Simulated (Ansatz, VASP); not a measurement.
**ZnSe: VASP beside Ansatz**

Contents of POSCAR:

```
ZnSe
1.0
    0.0000000000      2.8329452336      2.8329452336
    2.8329452336      0.0000000000      2.8329452336
    2.8329452336      2.8329452336      0.0000000000
Zn Se
1 1
Direct
    0.0000000000      0.0000000000      0.0000000000
    0.7500000000      0.7500000000      0.7500000000
```

Contents of INCAR.step1:

```
SYSTEM = ZnSe
PREC = Accurate
ENCUT = 520
ISMEAR = 0
SIGMA = 0.05
LREAL = .False.
LASPH = .True.
NELM = 100
NBANDS = 16
GGA = PE
ALGO = Normal
EDIFF = 1E-4
LWAVE = .True.
LCHARG = .False.
```

The input INCAR.step2:

```
SYSTEM = ZnSe
PREC = Accurate
ENCUT = 520
EDIFF = 1E-6
ISMEAR = 0
SIGMA = 0.05
LREAL = .False.
LASPH = .True.
NELM = 100
ALGO = Normal
ISIF = 2
LWAVE = .False.
LCHARG = .True.
METAGGA = R2SCAN
LMIXTAU = .True.
LELF = .True.
LVHAR = .True.
NBANDS = 16
ISTART = 1
```

Contents of KPOINTS:

```
regular mesh
0
Gamma
  8 8 8
  0 0 0
```

Input for Ansatz:

```yaml
crystal:
  lattice:
    - [0.0, 2.8329452334, 2.8329452334]
    - [2.8329452334, 0.0, 2.8329452334]
    - [2.8329452334, 2.8329452334, 0.0]
  atoms:
    - { symbol: Zn, position: [0.0, 0.0, 0.0] }
    - { symbol: Se, position: [0.75, 0.75, 0.75] }
basis:
  ecutwfc: 500
kpoints:
  mp_grid: { grid: [8, 8, 8] }
hamiltonian:
  xc: r2scan
scf:
  occupations: { method: gaussian, width: 0.05 }
output:
  forces: true
  stress: true
  eigenvalues: true
  write_density: true
  write_potential: true
  elf: true
  volumetric_format: npy
```

Alike in both runs: task single point; functional r2SCAN; k mesh 8 × 8 × 8; occupations gaussian, width 0.05 eV; no spin polarisation.

|  | VASP | Ansatz |
| --- | --- | --- |
| version | VASP 6.6.1 | Ansatz 0.2.0 |
| potentials or method | VASP PAW PBE potentials, release 64 (Zn, Se), cutoff 520 eV | scalar-relativistic, plane waves, PAW |
| valence electrons in the cell | 18 | 28 |

Ansatz gave:

- gap on the k mesh at the Fermi level (eV): 1.87
- least direct gap on the mesh (eV): 1.87
- pressure (GPa): 0.0

**Question.** What did VASP give for the same quantities?

**Answer.** gap on the k mesh at the Fermi level (eV): 1.87; least direct gap on the mesh (eV): 1.87; pressure (GPa): 0.1.

VASP's potentials were made for PBE, not for r2SCAN. The functional is the same, so the differences come from potentials, cutoffs and numerics. VASP's potentials hold 18 valence electrons a cell and Ansatz's 28, so a difference there can come from the potentials and not from the codes.
